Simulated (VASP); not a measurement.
# BAs in VASP: notebook

Runs on BAs. Level: PBE. Tasks: single point.

All numbers are computed with VASP 6.6.1; they aren't measurements. Logs are shortened: lines on timing, memory, paths and dates and some standing lists are left out, and cuts for length are marked.

**1. The cell of the first run**

The structure is cubic, space group F-43m (No. 216). Conventional cell: a = 4.761 Å, b = 4.761 Å, c = 4.761 Å, α = 90.00°, β = 90.00°, γ = 90.00°. Within 2.7 Å of B (site symmetry -43m) lie 4 As at 2.06 Å. As (site symmetry -43m) has 4 B at 2.06 Å within 2.7 Å.

**2. Single point, PBE (volume scaled by 0.99)**

The input, INCAR:

```
PREC = Accurate
ENCUT = 520
EDIFF = 1E-6
ISMEAR = -1
SIGMA = 0.03
LREAL = False
LASPH = True
NELM = 60
ALGO = Normal
ISIF = 2
LWAVE = False
LCHARG = True
GGA = PE
LELF = True
LVHAR = True
NBANDS = 11
```

The input, KPOINTS:

```
regular mesh
0
Gamma
  15 15 15
```

The input, POSCAR:

```
BAs
1.0
    0.0000000000      2.3805116460      2.3805116460
    2.3805116460      0.0000000000      2.3805116460
    2.3805116460      2.3805116460      0.0000000000
B As
1 1
Direct
    0.0000000000      0.0000000000      0.0000000000
    0.7500000000      0.7500000000      0.7500000000
```

Potentials or basis: VASP PAW PBE potentials, release 64 (B, As).

On the command line:

```console
cat potpaw_PBE.64/B/POTCAR potpaw_PBE.64/As/POTCAR > POTCAR
mpirun -np 1 vasp_std > vasp.out
```

OUTCAR:

```text
PREC = Accurate
   ENCUT = 520
   EDIFF = 1E-6
   ISMEAR = -1
   LREAL = False
   LASPH = True
   NELM = 60
   ISIF = 2
   GGA = PE

 ion  position               nearest neighbor table
   1  0.000  0.000  0.000-   2 2.06   2 2.06   2 2.06   2 2.06
   2  0.750  0.750  0.750-   1 2.06   1 2.06   1 2.06   1 2.06

  LATTYP: Found a face centered cubic cell.
 ALAT       =     4.7610232920

  Lattice vectors:

 A1 = (   0.0000000000,   2.3805116460,   2.3805116460)
 A2 = (   2.3805116460,   0.0000000000,   2.3805116460)
 A3 = (   2.3805116460,   2.3805116460,   0.0000000000)

Analysis of symmetry for initial positions (statically):
=====================================================================
 Subroutine PRICEL returns:
 Original cell was already a primitive cell.

 Routine SETGRP: Setting up the symmetry group for a
 face centered cubic supercell.

 Subroutine GETGRP returns: Found 24 space group operations
 (whereof 24 operations were pure point group operations)
 out of a pool of 48 trial point group operations.

The static configuration has the point symmetry T_d .

Analysis of symmetry for dynamics (positions and initial velocities):
=====================================================================
 Subroutine PRICEL returns:
 Original cell was already a primitive cell.

 Routine SETGRP: Setting up the symmetry group for a
 face centered cubic supercell.

 Subroutine GETGRP returns: Found 24 space group operations
 (whereof 24 operations were pure point group operations)
 out of a pool of 48 trial point group operations.

The dynamic configuration has the point symmetry T_d .

 Subroutine INISYM returns: Found 24 space group operations
 (whereof 24 operations are pure point group operations),
 and found     1 'primitive' translations

----------------------------------------------------------------------------------------

                                     Primitive cell

  volume of cell :      26.9799

  direct lattice vectors                    reciprocal lattice vectors
     0.000000000  2.380511646  2.380511646    -0.210038880  0.210038880  0.210038880
     2.380511646  0.000000000  2.380511646     0.210038880 -0.210038880  0.210038880
     2.380511646  2.380511646  0.000000000     0.210038880  0.210038880 -0.210038880

  length of vectors
     3.366551855  3.366551855  3.366551855     0.363798012  0.363798012  0.363798012

  position of ions in fractional coordinates (direct lattice)
     0.000000000  0.000000000  0.000000000
     0.750000000  0.750000000  0.750000000

  ion indices of the primitive-cell ions
   primitive index   ion index
                 1           1
                 2           2

----------------------------------------------------------------------------------------

 KPOINTS: regular mesh

Automatic generation of k-mesh.
 Grid dimensions read from file:
 generate k-points for:   15   15   15

 Generating k-lattice:

  Cartesian coordinates                     Fractional coordinates (reciprocal lattice)
    -0.014002592  0.014002592  0.014002592     0.066666667  0.000000000  0.000000000
     0.014002592 -0.014002592  0.014002592     0.000000000  0.066666667  0.000000000
     0.014002592  0.014002592 -0.014002592     0.000000000  0.000000000  0.066666667

  Length of vectors
     0.024253201  0.024253201  0.024253201

  Shift w.r.t. Gamma in fractional coordinates (k-lattice)
     0.000000000  0.000000000  0.000000000

 Subroutine IBZKPT returns following result:
 ===========================================

 Found    120 irreducible k-points:

 Following reciprocal coordinates:
            Coordinates               Weight
  0.000000  0.000000  0.000000      1.000000
  0.066667  0.000000  0.000000      8.000000
  0.133333  0.000000  0.000000      8.000000
  0.200000  0.000000  0.000000      8.000000
  0.266667  0.000000  0.000000      8.000000
  0.333333  0.000000  0.000000      8.000000
[... 16 lines left out ...]
  0.133333  0.133333  0.000000      6.000000
  0.200000  0.133333  0.000000     24.000000
 [... further k-points ...]
   k-points           NKPTS =    120   k-points in BZ     NKDIM =    120   number of bands    NBANDS=     11
   number of dos      NEDOS =    301   number of ions     NIONS =      2
   total plane-waves  NPLWV =  21952
   dimension x,y,z NGX =    28 NGY =   28 NGZ =   28
   dimension x,y,z NGXF=    56 NGYF=   56 NGZF=   56
   ions per type =               1   1
   NGX,Y,Z   is equivalent  to a cutoff of  13.83, 13.83, 13.83 a.u.
   NGXF,Y,Z  is equivalent  to a cutoff of  27.65, 27.65, 27.65 a.u.
 SYSTEM =  unknown system
   PREC   = accura    normal or accurate (medium, high low for compatibility)
   ISTART =      0    job   : 0-new  1-cont  2-samecut
   ICHARG =      2    charge: 1-file 2-atom 10-const
   ISPIN  =      1    spin polarized calculation?
   LNONCOLLINEAR =      F non collinear calculations
   LSORBIT =      F    spin-orbit coupling
   LASPH  =      T    aspherical Exc in radial PAW
   ENCUT  =  520.0 eV  38.22 Ry    6.18 a.u.   6.26  6.26  6.26*2*pi/ulx,y,z
   NELM   =     60;   NELMIN=  2; NELMDL= -5     # of ELM steps
   EDIFF  = 0.1E-05   stopping-criterion for ELM
   LREAL  =      F    real-space projection
   EDIFFG = 0.1E-04   stopping-criterion for IOM
   NSW    =      0    number of steps for IOM
   IBRION =     -1    ionic relax: 0-MD 1-quasi-New 2-CG
   NFREE  =      0    steps in history (QN), initial steepest desc. (CG)
   ISIF   =      2    stress and relaxation
   ISYM   =      2    0-nonsym 1-usesym 2-fastsym
   POTIM  = 0.5000    time-step for ionic-motion
   TEBEG  =    0.0;   TEEND  =   0.0 temperature during run
   PSTRESS=    0.0 pullay stress
   NELECT =       8.0000    total number of electrons
   NUPDOWN=      -1.0000    fix difference up-down
   EMIN   =  10.00;   EMAX   =-10.00  energy-range for DOS
   EFERMI =   0.00;   METHOD = LEGACY
   ISMEAR =    -1;   SIGMA  =   0.03  broadening in eV -4-tet -1-fermi 0-gaus
   EFERMI_NEDOS =   21; number of points for ismear=-14 and -15
   IALGO  =     38    algorithm
   IMIX   =      4    mixing-type and parameters
     AMIX     =   0.40;   BMIX     =  1.00
     AMIX_MAG =   1.60;   BMIX_MAG =  1.00
  volume/ion in A,a.u.               =      13.49        91.03
  Fermi-wavevector in a.u.,A,eV,Ry     =   1.091670  2.062956 16.214639  1.191742
  Thomas-Fermi vector in A             =   2.227919
   LORBIT       =      0    0 simple, 1 ext, 2 COOP (PROOUT), +10 PAW based schemes
   GGA     = PE    functional components
   LHFCALC =     F    Hartree Fock is set to
   AEXX    =    0.0000 exact exchange contribution
   IVDW    =     0    specifies the selected vdW correction
   LEPSILON=     F    determine dielectric tensor
   LRPA    =     F    only Hartree local field effects (RPA)
 non-spin polarized calculation
  energy-cutoff  :      520.00
  volume of cell :       26.98
 maximum number of plane-waves:       745
 NGX is ok and might be reduce to    28
   NGX = 13   NGY = 13   NGZ = 13

 number of electron       8.0000000 magnetization

 Free energy of the ion-electron system (eV)
  ---------------------------------------------------
  ext. energy  EPLUGINS =         0.00000000
  ---------------------------------------------------
  free energy    TOTEN  =       -11.39963458 eV

  energy without entropy =      -11.39963458  energy(sigma->0) =      -11.39963458

 E-fermi :   6.7784     XC(G=0): -10.6280

 val. band max:        6.2375153806   @ k =   0.0000   0.0000   0.0000
 cond. band min:       7.4026196080   @ k =   0.4000   0.4000   0.0000
 fundamental gap:      1.1651042274
 Fermi energy:         6.7783809946

 k-point     1 :       0.0000    0.0000    0.0000
  band No.  band energies     occupation
      1      -9.2558      2.00000
      2       6.2375      2.00000
      3       6.2375      2.00000
      4       6.2375      2.00000
      5       9.5268      0.00000
      6       9.5268      0.00000
      7       9.5268      0.00000
      8      11.0526      0.00000
      9      15.8694      0.00000
     10      19.2289      0.00000
     11      19.2289      0.00000

 k-point     2 :       0.0667    0.0000    0.0000
  band No.  band energies     occupation
      1      -9.1820      2.00000
      2       5.5239      2.00000
      3       6.0903      2.00000
      4       6.0903      2.00000
      5       9.6699      0.00000
      6       9.7199      0.00000
      7       9.7199      0.00000
      8      11.4487      0.00000
      9      16.1746      0.00000
     10      18.5688      0.00000
     11      18.5688      0.00000

 k-point     3 :       0.1333    0.0000    0.0000
  band No.  band energies     occupation
      1      -8.9621      2.00000
      2       4.0660      2.00000
      3       5.7459      2.00000
      4       5.7459      2.00000
      5       9.6581      0.00000
      6      10.1724      0.00000
      7      10.1724      0.00000
      8      12.4318      0.00000
      9      16.9321      0.00000
     10      17.8000      0.00000
     11      17.8000      0.00000

 k-point     4 :       0.2000    0.0000    0.0000
  band No.  band energies     occupation
      1      -8.6011      2.00000
      2       2.4542      2.00000
      3       5.3519      2.00000
      4       5.3519      2.00000
      5       9.4960      0.00000
      6      10.6508      0.00000
      7      10.6508      0.00000
      8      13.5024      0.00000
      9      17.4244      0.00000
     10      17.4244      0.00000
     11      17.5218      0.00000
[... 239 lines left out ...]
 k-point    22 :      -0.0667    0.0667    0.0000
  band No.  band energies     occupation
      1      -9.0594      2.00000
      2       4.8643      2.00000
      3       5.3864      2.00000
      4       6.1081      2.00000
      5       9.7370      0.00000
      6       9.7931      0.00000
      7      10.2350      0.00000
      8      11.9871      0.00000
      9      16.6454      0.00000
     10      17.5960      0.00000
     11      18.3927      0.00000

 k-point    23 :       0.1333    0.1333    0.0000
  band No.  band energies     occupation
      1      -8.8635      2.00000
      2       4.6360      2.00000
      3       4.9493      2.00000
      4       4.9493      2.00000
      5       8.7533      0.00000
      6      11.2367      0.00000
      7      11.2367      0.00000
      8      12.0032      0.00000
      9      16.2545      0.00000
     10      17.3693      0.00000
     11      19.6559      0.00000

 k-point    24 :       0.2000    0.1333    0.0000
  band No.  band energies     occupation
      1      -8.5971      2.00000
      2       3.4061      2.00000
      3       4.5240      2.00000
      4       4.7500      2.00000
      5       8.7514      0.00000
      6      11.3938      0.00000
      7      11.8634      0.00000
      8      12.4149      0.00000
      9      16.1027      0.00000
     10      18.1771      0.00000
     11      19.4730      0.00000

 [... further k-points ...]
[... 5 lines left out ...]
  --------------------------------------------------------------------------------------
  -------------------------------------------------------------------------------------
  Total        0.8289314      0.8289314      0.8289314      0.0000000      0.0000000     -0.0000000
  in kB       49.2252854     49.2252854     49.2252854      0.0000000      0.0000000     -0.0000000
  external PRESSURE =      49.2252854 kB  Pullay stress =       0.0000000 kB

 VOLUME and BASIS-vectors are now :
 -----------------------------------------------------------------------------
  energy-cutoff  :      520.00
  volume of cell :       26.98
      direct lattice vectors                 reciprocal lattice vectors
     0.000000000  2.380511646  2.380511646    -0.210038880  0.210038880  0.210038880
     2.380511646  0.000000000  2.380511646     0.210038880 -0.210038880  0.210038880
     2.380511646  2.380511646  0.000000000     0.210038880  0.210038880 -0.210038880

 POSITION                                       TOTAL-FORCE (eV/Angst)
 -----------------------------------------------------------------------------------
      0.00000      0.00000      0.00000        -0.000000      0.000000      0.000000
      3.57077      3.57077      3.57077         0.000000     -0.000000     -0.000000
 -----------------------------------------------------------------------------------
    total drift:                                0.000000      0.000000      0.000000

  FREE ENERGIE OF THE ION-ELECTRON SYSTEM (eV)
  ---------------------------------------------------
  free  energy   TOTEN  =       -11.3996345807 eV

  energy  without entropy=      -11.3996345806  energy(sigma->0) =      -11.39963458
```

It took 24 s on 1 thread of AMD EPYC 9R45 (Zen 5), shared host; peak memory 0.15 GiB.

Results:

* Free energy: -11.3996 eV
* Pressure: 4.9 GPa
* Band gap on the k mesh: 1.17 eV, indirect (least direct gap 3.29 eV)

**3. Single point, PBE (volume scaled by 1.01)**

The input, INCAR:

```
SYSTEM = BAs
  PREC = Accurate
  ENCUT = 520
  EDIFF = 1E-6
  ISMEAR = -1
  SIGMA = 0.03
  LREAL = .FALSE.
  LASPH = .TRUE.
  NELM = 80
  ALGO = Normal
  ISIF = 2
  LWAVE = .FALSE.
  LCHARG = .TRUE.
  GGA = PE
  LELF = .TRUE.
  LVHAR = .TRUE.
  NBANDS = 11
```

The input, KPOINTS:

```
regular mesh
0
G
  15 15 15
  0 0 0
```

The input, POSCAR:

```
BAs
1.0
    0.0000000000      2.3964352742      2.3964352742
    2.3964352742      0.0000000000      2.3964352742
    2.3964352742      2.3964352742      0.0000000000
B As
1 1
Direct
    0.0000000000      0.0000000000      0.0000000000
    0.7500000000      0.7500000000      0.7500000000
```

Potentials or basis: VASP PAW PBE potentials, release 64 (B, As).

On the command line:

```console
cat potpaw_PBE.64/B/POTCAR potpaw_PBE.64/As/POTCAR > POTCAR
mpirun -np 1 vasp_std > vasp.out
```

Wall time 24 s (1 thread of AMD EPYC 9R45 (Zen 5), shared host); peak memory 0.15 GiB.

Results (log left out):

```yaml
Free_energy: -11.4115 eV
Pressure: 2.0 GPa
Band_gap_on_the_k_mesh: 1.19 eV, indirect (least direct gap 3.26 eV)
```

Levels at points of the mesh, in eV from the valence-band top:
| k point | band 2 | band 3 | band 4 | band 5 | band 6 | band 7 |
| --- | --- | --- | --- | --- | --- | --- |
| (0.00, 0.00, 0.00) | 0.00 | 0.00 | 0.00 | 3.26 | 3.26 | 3.26 |

**4. Single point, PBE (volume scaled by 1.04)**

The input, INCAR:

```
PREC = Accurate
ENCUT = 520
EDIFF = 1E-6
ISMEAR = -1
SIGMA = 0.03
LREAL = F
LASPH = T
NELM = 60
ALGO = Normal
ISIF = 2
LWAVE = F
LCHARG = F
GGA = PE
NBANDS = 11
```

The input, KPOINTS:

```
regular mesh
0
Gamma
  15 15 15
```

The input, POSCAR:

```
BAs
1.0
    0.0000000000      2.4199312360      2.4199312360
    2.4199312360      0.0000000000      2.4199312360
    2.4199312360      2.4199312360      0.0000000000
B As
1 1
Direct
    0.0000000000      0.0000000000      0.0000000000
    0.7500000000      0.7500000000      0.7500000000
```

Potentials or basis: VASP PAW PBE potentials, release 64 (B, As).

On the command line:

```console
cat potpaw_PBE.64/B/POTCAR potpaw_PBE.64/As/POTCAR > POTCAR
mpirun -np 1 vasp_std > vasp.out
```

OUTCAR:

```text
PREC = Accurate
   ENCUT = 520
   EDIFF = 1E-6
   ISMEAR = -1
   LREAL = F
   LASPH = T
   NELM = 60
   ISIF = 2
   GGA = PE

 ion  position               nearest neighbor table
   1  0.000  0.000  0.000-   2 2.10   2 2.10   2 2.10   2 2.10
   2  0.750  0.750  0.750-   1 2.10   1 2.10   1 2.10   1 2.10

  LATTYP: Found a face centered cubic cell.
 ALAT       =     4.8398624720

  Lattice vectors:

 A1 = (   0.0000000000,   2.4199312360,   2.4199312360)
 A2 = (   2.4199312360,   0.0000000000,   2.4199312360)
 A3 = (   2.4199312360,   2.4199312360,   0.0000000000)

Analysis of symmetry for initial positions (statically):
=====================================================================
 Subroutine PRICEL returns:
 Original cell was already a primitive cell.

 Routine SETGRP: Setting up the symmetry group for a
 face centered cubic supercell.

 Subroutine GETGRP returns: Found 24 space group operations
 (whereof 24 operations were pure point group operations)
 out of a pool of 48 trial point group operations.

[... 163 lines left out ...]

 val. band max:        5.7003502584   @ k =   0.0000   0.0000   0.0000
 cond. band min:       6.9155302806   @ k =   0.4000   0.4000   0.0000
 fundamental gap:      1.2151800222
 Fermi energy:         6.2667365163

 k-point     1 :       0.0000    0.0000    0.0000
  band No.  band energies     occupation
      1      -9.3490      2.00000
      2       5.7004      2.00000
      3       5.7004      2.00000
      4       5.7004      2.00000
      5       8.9287      0.00000
      6       8.9287      0.00000
      7       8.9287      0.00000
      8       9.8940      0.00000
      9      15.0970      0.00000
     10      18.4943      0.00000
     11      18.4943      0.00000
[... 309 lines left out ...]
 k-point    24 :       0.2000    0.1333    0.0000
  band No.  band energies     occupation
      1      -8.7203      2.00000
      2       2.9056      2.00000
      3       4.0804      2.00000
      4       4.2609      2.00000
      5       8.1908      0.00000
      6      10.5689      0.00000
      7      11.1476      0.00000
      8      11.6241      0.00000
      9      15.3609      0.00000
     10      17.2790      0.00000
     11      18.7422      0.00000

 [... further k-points ...]
[... 5 lines left out ...]
  --------------------------------------------------------------------------------------
  -------------------------------------------------------------------------------------
  Total       -0.3293876     -0.3293876     -0.3293876     -0.0000000      0.0000000     -0.0000000
  in kB      -18.6199632    -18.6199632    -18.6199632     -0.0000000      0.0000000     -0.0000000
  external PRESSURE =     -18.6199632 kB  Pullay stress =       0.0000000 kB

 VOLUME and BASIS-vectors are now :
 -----------------------------------------------------------------------------
  energy-cutoff  :      520.00
  volume of cell :       28.34
      direct lattice vectors                 reciprocal lattice vectors
     0.000000000  2.419931236  2.419931236    -0.206617441  0.206617441  0.206617441
     2.419931236  0.000000000  2.419931236     0.206617441 -0.206617441  0.206617441
     2.419931236  2.419931236  0.000000000     0.206617441  0.206617441 -0.206617441

 POSITION                                       TOTAL-FORCE (eV/Angst)
 -----------------------------------------------------------------------------------
      0.00000      0.00000      0.00000        -0.000000     -0.000000     -0.000000
      3.62990      3.62990      3.62990         0.000000      0.000000      0.000000
 -----------------------------------------------------------------------------------
    total drift:                                0.000000      0.000000      0.000000

  FREE ENERGIE OF THE ION-ELECTRON SYSTEM (eV)
  ---------------------------------------------------
  free  energy   TOTEN  =       -11.4117634525 eV

  energy  without entropy=      -11.4117634525  energy(sigma->0) =      -11.41176345
```

stdout:

```text
POSCAR found type information on POSCAR B As
 POSCAR found :  2 types and       2 ions
 scaLAPACK will be used
 LDA part: xc-table for (Slater+PW92), standard interpolation
 POSCAR, INCAR and KPOINTS ok, starting setup
 FFT: planning ... GRIDC
 FFT: planning ... GRID_SOFT
 FFT: planning ... GRID
 WAVECAR not read
 entering main loop
```

Wall time 23 s (1 thread of AMD EPYC 9R45 (Zen 5), shared host); peak memory 0.15 GiB.

Results:

```
Free energy            : -11.4118 eV
Pressure               : -1.9 GPa
Band gap on the k mesh : 1.22 eV, indirect (least direct gap 3.23 eV)
```

Levels at points of the mesh, in eV from the valence-band top:
| k point | band 2 | band 3 | band 4 | band 5 | band 6 | band 7 |
| --- | --- | --- | --- | --- | --- | --- |
| (0.00, 0.00, 0.00) | 0.00 | 0.00 | 0.00 | 3.23 | 3.23 | 3.23 |

(Part 1 of 2 ends here.)
